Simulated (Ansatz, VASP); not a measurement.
One calculation of Si, two programs

```
Si
1.0
     0.00000    2.71676    2.71676
     2.71676    0.00000    2.71676
     2.71676    2.71676    0.00000
Si
2
Direct
  0.75000 0.75000 0.75000
  0.50000 0.50000 0.50000
```

Alike in both runs: functional PBEsol; k mesh 10 × 10 × 10; occupations gaussian, width 0.02 eV; no spin polarisation.

Ansatz relaxed the structure, and its values are those at the end. VASP's run is a single point on that final structure, the one shown.

|  | VASP | Ansatz |
| --- | --- | --- |
| version | VASP 6.6.1 | Ansatz 0.2.0 |
| potentials or method | VASP PAW PBE potentials, release 64 (Si), cutoff 520 eV | scalar-relativistic, plane waves, PAW |
| valence electrons in the cell | 8 | 8 |

|  | VASP | Ansatz | Ansatz less VASP |
| --- | --- | --- | --- |
| gap on the k mesh at the Fermi level (eV) | 0.47 | 0.47 | +0.005 |
| least direct gap on the mesh (eV) | 2.52 | 2.52 | +0.002 |
| pressure (GPa) | 0.1 | 0.0 | -0.11 |

VASP's potentials were made for PBE, not for PBEsol.
